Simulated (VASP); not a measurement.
# MgO (P1) in VASP: single point with PBE

Aim: the single point of MgO with PBE.

Everything below comes from runs of VASP 6.6.1. Logs are shortened: lines on timing, memory, paths and dates and some standing lists are left out, and cuts for length are marked.

## (1) The cell of the first run

The typed cell holds 32 atoms: a = 7.367 Å, b = 7.367 Å, c = 7.367 Å, α = 109.47°, β = 109.47°, γ = 109.47°.

## (2) Single point, PBE

Contents of INCAR:

```
SYSTEM = MgO
ALGO = Normal
EDIFF = 1E-6
ENCUT = 520
GGA = PE
ISIF = 2
ISMEAR = 0
LASPH = .True.
LCHARG = .False.
LREAL = Auto
LWAVE = .False.
NBANDS = 86
NELM = 100
PREC = Accurate
SIGMA = 0.02
```

Contents of KPOINTS:

```
Automatic mesh
0
Gamma
  2 2 2
  0.5 0.5 0.5
```

Contents of POSCAR:

```
MgO
1.0
    4.2535896649     -4.2535896649      4.2535896649
   -4.2535896649      4.2535896649      4.2535896649
   -4.2535896649     -4.2535896649     -4.2535896649
Mg O
16 16
Direct
    0.2495091941      0.7504789606      0.0003766026
    0.4996244963      0.7502871162      0.7503863079
    0.7497171803      0.7503464308      0.5003315759
   -0.0003676226      0.0003691170      1.0003562120
    0.2497059197      0.0003267824      0.7503436413
   -0.0005388004      0.7500306203      0.2502723294
    0.7495870955      0.2503334656      0.0003233876
    0.4996676076      0.0003018203      0.5003337758
    0.7496974650      0.0003081241      0.2503610114
   -0.0003253615      0.2504000283      0.7504735883
    0.4994941281      0.5003971246      0.0002697362
    0.2495019525      0.2500484129      0.5001395804
    0.7495258172      0.5002594673      0.7503208277
    0.4997320172      0.2504248245      0.2503789974
   -0.0002545407      0.5002463336      0.5004587699
    0.2497626231      0.5003636936      0.2504805312
    0.2496843430      0.0003399380      0.2505037529
    0.4996621790      0.0003694688      0.0004705379
    0.7496378212      0.0003393293      0.7504040862
   -0.0003419923      0.2503286348      0.2504477071
    0.2496332473      0.2503144437      0.0004402491
   -0.0003561253      0.0003230998      0.5004042502
    0.7496989251      0.5003862422      0.2504451723
    0.4997009391      0.2502975925      0.7504795676
    0.7496806292      0.2503338080      0.5004149414
   -0.0004088697      0.5003255311      0.0004089859
    0.4996409040      0.7503094362      0.2504475488
    0.2496789278      0.5003186592      0.7504598937
    0.7496234333      0.7503571805      0.0004406633
    0.4996623087      0.5002671447      0.5004294836
   -0.0002926852      0.7503196495      0.7504750830
    0.2496626233      0.7502930281      0.5004806097
```

Potentials or basis: VASP PAW PBE potentials, release 64 (Mg, O).

Command:

```console
$ cat potpaw_PBE.64/Mg/POTCAR potpaw_PBE.64/O/POTCAR > POTCAR
$ mpirun -np 1 vasp_std > vasp.out
```

OUTCAR:

```text
SYSTEM = MgO
   EDIFF = 1E-6
   ENCUT = 520
   GGA = PE
   ISIF = 2
   ISMEAR = 0
   LASPH = .True.
   LREAL = Auto
   NELM = 100
   PREC = Accurate

 ion  position               nearest neighbor table
   1  0.250  0.750  0.000-  31 2.12  17 2.13  18 2.13  26 2.13  28 2.13  27 2.13   4 3.01   5 3.01
                            15 3.01   6 3.01  14 3.01   8 3.01  13 3.01  11 3.01  10 3.01   2 3.01
   2  0.500  0.750  0.750-  32 2.13  29 2.13  28 2.13  30 2.13  19 2.13  18 2.13  11 3.01  15 3.01
                            16 3.01  13 3.01   5 3.01   9 3.01   4 3.01   7 3.01   8 3.01   1 3.01
   3  0.750  0.750  0.500-  23 2.13  22 2.13  27 2.13  19 2.13  31 2.13  30 2.13   6 3.01  14 3.01
                             9 3.01  16 3.01   5 3.01   8 3.01   4 3.01  10 3.01  11 3.01  13 3.01
   4  1.000  0.000  0.000-  21 2.13  19 2.13  31 2.13  20 2.13  29 2.13  17 2.13   1 3.01  12 3.01
                            10 3.01   9 3.01  16 3.01   2 3.01   7 3.01   3 3.01   5 3.01  14 3.01
   5  0.250  0.000  0.750-  24 2.13  32 2.13  22 2.13  18 2.13  31 2.13  21 2.13   1 3.01   7 3.01
                            12 3.01   2 3.01   8 3.01   3 3.01  14 3.01  11 3.01   6 3.01  15 3.01
   6  0.999  0.750  0.250-  23 2.13  26 2.13  29 2.13  32 2.13  22 2.13  17 2.13   7 3.01   3 3.01
                             1 3.01  13 3.01  11 3.01  16 3.01  15 3.01  12 3.01   9 3.01   5 3.01
   7  0.750  0.250  0.000-  24 2.13  26 2.13  19 2.13  18 2.13  23 2.13  20 2.13   6 3.01   5 3.01
                            14 3.01  13 3.01  10 3.01   8 3.01   4 3.01   2 3.01   9 3.01  15 3.01
   8  0.500  0.000  0.500-  17 2.13  27 2.13  25 2.13  19 2.13  24 2.13  32 2.13  12 3.01  16 3.01
                             1 3.01  13 3.01   5 3.01   7 3.01   9 3.01   3 3.01  10 3.01   2 3.01
   9  0.750  0.000  0.250-  29 2.13  20 2.13  22 2.13  18 2.13  25 2.13  27 2.13  12 3.01  11 3.01
[... 17 lines left out ...]
  19  0.750  0.000  0.750-   4 2.13   7 2.13   8 2.13  10 2.13   2 2.13   3 2.13
  20  1.000  0.250  0.250-  12 2.13  15 2.13   9 2.13   4 2.13  16 2.13   7 2.13
  21  0.250  0.250  0.000-   4 2.13  14 2.13  16 2.13  10 2.13  11 2.13   5 2.13
  22  1.000  0.000  0.500-   3 2.13  12 2.13   9 2.13   5 2.13  10 2.13   6 2.13
[... 8 lines left out ...]
  31  1.000  0.750  0.750-   1 2.12   4 2.13  13 2.13  15 2.13   5 2.13   3 2.13
  32  0.250  0.750  0.500-   5 2.13   2 2.13  15 2.13  16 2.13   6 2.13   8 2.13

  LATTYP: Found a body centered cubic cell.
 ALAT       =     8.5071793298

  Lattice vectors:

 A1 = (   4.2535896649,  -4.2535896649,   4.2535896649)
 A2 = (  -4.2535896649,   4.2535896649,   4.2535896649)
 A3 = (  -4.2535896649,  -4.2535896649,  -4.2535896649)

Analysis of symmetry for initial positions (statically):
=====================================================================
 Subroutine PRICEL returns:
 Original cell was already a primitive cell.

 Routine SETGRP: Setting up the symmetry group for a
 body centered cubic supercell.

 Subroutine GETGRP returns: Found  1 space group operations
 (whereof  1 operations were pure point group operations)
 out of a pool of 48 trial point group operations.

The static configuration has the point symmetry C_1 .

Analysis of symmetry for dynamics (positions and initial velocities):
=====================================================================
 Subroutine PRICEL returns:
 Original cell was already a primitive cell.

 Routine SETGRP: Setting up the symmetry group for a
 body centered cubic supercell.

 Subroutine GETGRP returns: Found  1 space group operations
 (whereof  1 operations were pure point group operations)
 out of a pool of 48 trial point group operations.

The dynamic configuration has the point symmetry C_1 .

 Subroutine INISYM returns: Found  1 space group operations
 (whereof  1 operations are pure point group operations),
 and found     1 'primitive' translations

----------------------------------------------------------------------------------------

                                     Primitive cell

  volume of cell :     307.8412

  direct lattice vectors                    reciprocal lattice vectors
     4.253589665 -4.253589665  4.253589665     0.000000000 -0.117547775  0.117547775
    -4.253589665  4.253589665  4.253589665    -0.117547775  0.000000000  0.117547775
    -4.253589665 -4.253589665 -4.253589665    -0.117547775 -0.117547775  0.000000000

  length of vectors
     7.367433414  7.367433414  7.367433414     0.166237657  0.166237657  0.166237657

  position of ions in fractional coordinates (direct lattice)
     0.249509194  0.750478961  0.000376603
     0.499624496  0.750287116  0.750386308
     0.749717180  0.750346431  0.500331576
     0.999632377  0.000369117  0.000356212
     0.249705920  0.000326782  0.750343641
     0.999461200  0.750030620  0.250272329
[... 24 lines left out ...]
     0.999707315  0.750319649  0.750475083
     0.249662623  0.750293028  0.500480610

  ion indices of the primitive-cell ions
   primitive index   ion index
                 1           1
                 2           2
                 3           3
                 4           4
                 5           5
                 6           6
[... 24 lines left out ...]
                31          31
                32          32

----------------------------------------------------------------------------------------

 KPOINTS: Automatic mesh

Automatic generation of k-mesh.
 Grid dimensions read from file:
 generate k-points for:    2    2    2

 Generating k-lattice:

  Cartesian coordinates                     Fractional coordinates (reciprocal lattice)
     0.000000000 -0.058773887  0.058773887     0.500000000  0.000000000  0.000000000
    -0.058773887  0.000000000  0.058773887     0.000000000  0.500000000  0.000000000
    -0.058773887 -0.058773887  0.000000000     0.000000000  0.000000000  0.500000000

  Length of vectors
     0.083118829  0.083118829  0.083118829

  Shift w.r.t. Gamma in fractional coordinates (k-lattice)
     0.500000000  0.500000000  0.500000000

 Subroutine IBZKPT returns following result:
 ===========================================

 Found      4 irreducible k-points:

 Following reciprocal coordinates:
            Coordinates               Weight
  0.250000  0.250000  0.250000      2.000000
 -0.250000  0.250000  0.250000      2.000000
  0.250000 -0.250000  0.250000      2.000000
  0.250000  0.250000 -0.250000      2.000000
   k-points           NKPTS =      4   k-points in BZ     NKDIM =      4   number of bands    NBANDS=     86
   number of dos      NEDOS =    301   number of ions     NIONS =     32
   total plane-waves  NPLWV = 175616
   dimension x,y,z NGX =    56 NGY =   56 NGZ =   56
   dimension x,y,z NGXF=   112 NGYF=  112 NGZF=  112
   ions per type =              16  16
   NGX,Y,Z   is equivalent  to a cutoff of  12.64, 12.64, 12.64 a.u.
   NGXF,Y,Z  is equivalent  to a cutoff of  25.27, 25.27, 25.27 a.u.
 SYSTEM =  MgO
   PREC   = accura    normal or accurate (medium, high low for compatibility)
   ISTART =      0    job   : 0-new  1-cont  2-samecut
   ICHARG =      2    charge: 1-file 2-atom 10-const
   ISPIN  =      1    spin polarized calculation?
   LNONCOLLINEAR =      F non collinear calculations
   LSORBIT =      F    spin-orbit coupling
   LASPH  =      T    aspherical Exc in radial PAW
   ENCUT  =  520.0 eV  38.22 Ry    6.18 a.u.  13.70 13.70 13.70*2*pi/ulx,y,z
   NELM   =    100;   NELMIN=  2; NELMDL= -5     # of ELM steps
   EDIFF  = 0.1E-05   stopping-criterion for ELM
   LREAL  =      T    real-space projection
   EDIFFG = 0.1E-04   stopping-criterion for IOM
   NSW    =      0    number of steps for IOM
   IBRION =     -1    ionic relax: 0-MD 1-quasi-New 2-CG
   NFREE  =      0    steps in history (QN), initial steepest desc. (CG)
   ISIF   =      2    stress and relaxation
   ISYM   =      2    0-nonsym 1-usesym 2-fastsym
   POTIM  = 0.5000    time-step for ionic-motion
   TEBEG  =    0.0;   TEEND  =   0.0 temperature during run
   PSTRESS=    0.0 pullay stress
   NELECT =     128.0000    total number of electrons
   NUPDOWN=      -1.0000    fix difference up-down
   EMIN   =  10.00;   EMAX   =-10.00  energy-range for DOS
   EFERMI =   0.00;   METHOD = LEGACY
   ISMEAR =     0;   SIGMA  =   0.02  broadening in eV -4-tet -1-fermi 0-gaus
   EFERMI_NEDOS =   21; number of points for ismear=-14 and -15
   IALGO  =     38    algorithm
   IMIX   =      4    mixing-type and parameters
     AMIX     =   0.40;   BMIX     =  1.00
     AMIX_MAG =   1.60;   BMIX_MAG =  1.00
  volume/ion in A,a.u.               =       9.62        64.92
  Fermi-wavevector in a.u.,A,eV,Ry     =   1.221901  2.309057 20.314059  1.493041
  Thomas-Fermi vector in A             =   2.357067
   LORBIT       =      0    0 simple, 1 ext, 2 COOP (PROOUT), +10 PAW based schemes
   GGA     = PE    functional components
   LHFCALC =     F    Hartree Fock is set to
   AEXX    =    0.0000 exact exchange contribution
   IVDW    =     0    specifies the selected vdW correction
   LEPSILON=     F    determine dielectric tensor
   LRPA    =     F    only Hartree local field effects (RPA)
 non-spin polarized calculation
 Gauss-broadening in eV      SIGMA  =   0.02
  energy-cutoff  :      520.00
  volume of cell :      307.84
 maximum number of plane-waves:      8280
 NGX is ok and might be reduce to    54
   NGX = 27   NGY = 27   NGZ = 27

 number of electron     128.0000054 magnetization

 Free energy of the ion-electron system (eV)
  ---------------------------------------------------
  ext. energy  EPLUGINS =         0.00000000
  ---------------------------------------------------
  free energy    TOTEN  =      -190.60172328 eV

  energy without entropy =     -190.60172328  energy(sigma->0) =     -190.60172328

 E-fermi :   2.8973     XC(G=0): -10.9402

 val. band max:        2.7451775133   @ k =   0.2500   0.2500  -0.2500
 cond. band min:       8.6271126466   @ k =   0.2500  -0.2500   0.2500
 fundamental gap:      5.8819351332
 Fermi energy:         2.8973305805

 k-point     1 :       0.2500    0.2500    0.2500
  band No.  band energies     occupation
      1     -13.5902      2.00000
      2     -13.5899      2.00000
      3     -13.5896      2.00000
      4     -13.5893      2.00000
      5     -12.8214      2.00000
      6     -12.8210      2.00000
[... 305 lines left out ...]
     75      12.5576      0.00000
     76      12.8832      0.00000
 [bands above 76 left out]

------------------------ aborting loop because EDIFF is reached ----------------------------------------

  FORCE on cell =-STRESS in cart. coord.  units (eV):
  Direction    XX          YY          ZZ          XY          YZ          ZX
  --------------------------------------------------------------------------------------
  -------------------------------------------------------------------------------------
  Total       -1.4712721     -1.4769753     -1.4763403     -0.0009862      0.0011366      0.0014459
  in kB       -7.6573203     -7.6870029     -7.6836983     -0.0051325      0.0059156      0.0075253
  external PRESSURE =      -7.6760072 kB  Pullay stress =       0.0000000 kB

 VOLUME and BASIS-vectors are now :
 -----------------------------------------------------------------------------
  energy-cutoff  :      520.00
  volume of cell :      307.84
      direct lattice vectors                 reciprocal lattice vectors
     4.253589665 -4.253589665  4.253589665     0.000000000 -0.117547775  0.117547775
    -4.253589665  4.253589665  4.253589665    -0.117547775  0.000000000  0.117547775
    -4.253589665 -4.253589665 -4.253589665    -0.117547775 -0.117547775  0.000000000

 POSITION                                       TOTAL-FORCE (eV/Angst)
 -----------------------------------------------------------------------------------
     -2.13252      2.12932      4.25194         0.003725     -0.011650     -0.002555
     -4.25805     -2.12562      2.12478        -0.003472     -0.000115      0.000859
     -2.13088     -2.12553      4.25245        -0.006989     -0.002778     -0.005405
      4.24894     -4.25197      4.25208        -0.001458     -0.002051     -0.003909
     -2.13090     -4.25241     -2.12812        -0.006013      0.000181     -0.004406
     -0.00358     -2.12553      6.37706        -0.009206     -0.001394      0.009398
[... 24 lines left out ...]
     -2.13142     -4.25301      4.25168         0.001078      0.006529      0.001693
     -4.25832      0.00064      2.12456         0.005499      0.002751      0.003502
 -----------------------------------------------------------------------------------
    total drift:                                0.105546     -0.027199      0.049838

  FREE ENERGIE OF THE ION-ELECTRON SYSTEM (eV)
  ---------------------------------------------------
  free  energy   TOTEN  =      -190.6017232765 eV

  energy  without entropy=     -190.6017232765  energy(sigma->0) =     -190.60172328
```

Run time: 8.1 min. Hardware: 1 thread of AMD EPYC 7R13, shared host; peak memory 0.4 GiB.

What came out:

```yaml
Free_energy: -190.6017 eV
Pressure: -0.8 GPa
Largest_force: 0.015 eV/Å
Band_gap_on_the_k_mesh: 5.88 eV
```

Forces on the atoms (eV/Å):
```
Mg   0.004 -0.012 -0.003
Mg  -0.003  0.000  0.001
Mg  -0.007 -0.003 -0.005
Mg  -0.001 -0.002 -0.004
Mg  -0.006  0.000 -0.004
Mg  -0.009 -0.001  0.009
Mg  -0.003 -0.005 -0.003
Mg  -0.004 -0.002 -0.003
Mg  -0.007  0.003 -0.005
Mg   0.001  0.001 -0.002
Mg   0.000 -0.009 -0.004
Mg  -0.013 -0.007  0.002
Mg  -0.002 -0.003  0.002
Mg  -0.002 -0.002 -0.005
Mg  -0.006  0.006 -0.001
Mg  -0.003  0.005 -0.003
O    0.006  0.006  0.001
O    0.005  0.001  0.002
O    0.004 -0.003  0.001
O    0.006  0.002  0.003
O    0.003  0.001  0.004
O    0.004 -0.002  0.001
O    0.004  0.002 -0.003
O    0.002  0.009  0.002
O    0.002  0.000  0.000
O    0.004 -0.003  0.003
O    0.003  0.003  0.003
O    0.003  0.003  0.001
O    0.007  0.000  0.002
O    0.001  0.003  0.004
O    0.001  0.007  0.002
O    0.005  0.003  0.004
```

A k mesh can miss the band edges.
